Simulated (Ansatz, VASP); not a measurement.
PtBr2 in VASP and in Ansatz

File POSCAR:

```
PtBr2
1.0
    2.0275947800      1.1706323900      6.1301826500
   -2.0275947800      1.1706323900      6.1301826500
    0.0000000000     -2.3412647800      6.1301826500
Pt Br
1 2
Direct
    0.0000000000      0.0000000000      0.0000000000
    0.2520000000      0.2520000000      0.2520000000
    0.7480000000      0.7480000000      0.7480000000
```

Contents of INCAR.step1:

```
ALGO     = Normal         # electronic algorithm
EDIFF    = 1E-4           # SCF threshold, eV
ENCUT    = 520            # plane-wave cutoff, eV
GGA      = PE             # functional
ISMEAR   = 0              # smearing method
ISPIN    = 2              # spin polarisation
LASPH    = True           # aspherical terms in the spheres
LCHARG   = False          # write CHGCAR
LDAU     = True           # DFT+U
LDAUJ    = 0 0          
LDAUL    = 2 -1           # shell
LDAUTYPE = 2            
LDAUU    = 6 0            # U, eV
LMAXMIX  = 4              # l up to which the mixer works
LREAL    = False          # projectors in reciprocal space
LWAVE    = True           # write WAVECAR
MAGMOM   = 4 0 0          # initial moments
NBANDS   = 23             # bands
NELM     = 150            # most SCF steps
NUPDOWN  = 4.0            # fixed moment
PREC     = Accurate       # precision mode
SIGMA    = 0.05           # smearing width, eV
```

File INCAR.step2:

```
ALGO     = Normal         # electronic algorithm
EDIFF    = 1E-7           # SCF threshold, eV
ENCUT    = 520            # plane-wave cutoff, eV
ISIF     = 2              # what is computed and relaxed
ISMEAR   = 0              # smearing method
ISPIN    = 2              # spin polarisation
ISTART   = 1            
LASPH    = True           # aspherical terms in the spheres
LCHARG   = False          # write CHGCAR
LDAU     = True           # DFT+U
LDAUJ    = 0 0          
LDAUL    = 2 -1           # shell
LDAUPRINT= 1            
LDAUTYPE = 2            
LDAUU    = 6 0            # U, eV
LMAXMIX  = 4              # l up to which the mixer works
LMIXTAU  = True         
LORBIT   = 11             # projections on sites
LREAL    = False          # projectors in reciprocal space
LWAVE    = False          # write WAVECAR
MAGMOM   = 4 0 0          # initial moments
METAGGA  = R2SCAN         # meta-GGA
NBANDS   = 23             # bands
NELM     = 150            # most SCF steps
NUPDOWN  = 4.0            # fixed moment
PREC     = Accurate       # precision mode
SIGMA    = 0.05           # smearing width, eV
```

Contents of KPOINTS:

```
k-points
0
Gamma
  6 6 6
```

The input input.yaml:

```yaml
crystal:
  lattice:
    - [2.02759478, 1.17063239, 6.13018265]
    - [-2.02759478, 1.17063239, 6.13018265]
    - [0.0, -2.34126478, 6.13018265]
  atoms:
    - { symbol: Pt, position: [0.0, 0.0, 0.0], spin: 4.0 }
    - { symbol: Br, position: [0.252, 0.252, 0.252] }
    - { symbol: Br, position: [0.748, 0.748, 0.748] }
hamiltonian:
  xc: r2scan
  pseudopotentials: { kind: paw }
  hubbard: { sites: [{ species: Pt, l: d, u_eff: 6.0 }] }
magnetization:
  spin_polarized: true
  initial_magnetization: 4.0
  spin_locking: { lock_magnetization: hard }
kpoints:
  mp_grid: { grid: [6, 6, 6] }
scf:
  occupations: { method: gaussian, width: 0.05 }
output:
  forces: true
  stress: true
  eigenvalues: true
```

Alike in both runs: task single point; functional r2SCAN; k mesh 6 × 6 × 6; occupations gaussian, width 0.05 eV; collinear spin; fixed moment 4 μB; Hubbard terms Pt d U = 6.0 eV.

|  | VASP | Ansatz |
| --- | --- | --- |
| version | VASP 6.6.1 | Ansatz 0.2.0 |
| potentials or method | VASP PAW PBE potentials, release 64 (Pt, Br) | Ansatz PAW |
| plane-wave cutoff (eV) | 520 | 500 |
| valence electrons in the cell | 24 | 32 |

Ansatz gave:

- pressure (GPa): 7.7
- traceless stress, the component that is largest in VASP (GPa): -1.61
- rms of the force components (eV/Å): 0.613
- net moment per atom (μB): 1.33
- size of the moment on the site where the two differ most (μB): 1.89

Problem. What did VASP give for the same quantities?

Solution. Pressure (GPa): 7.0; traceless stress, the component that is largest in VASP (GPa): -1.65; rms of the force components (eV/Å): 0.564; net moment per atom (μB): 1.33; size of the moment on the site where the two differ most (μB): 2.21.

VASP's potentials were made for PBE, not for r2SCAN. Site moments also hang on the region over which each program counts them. The programs project onto different local orbitals, so the same U acts differently, and such runs can settle in different states. Atom by atom the forces differ by 0.049 eV/Å (rms over components). VASP's potentials hold 24 valence electrons a cell and Ansatz's 32, so a difference there can come from the potentials and not from the codes.

Neither program's run includes spin-orbit coupling. Noted on Ansatz's run: the magnetic or orbital state may not be the lowest.
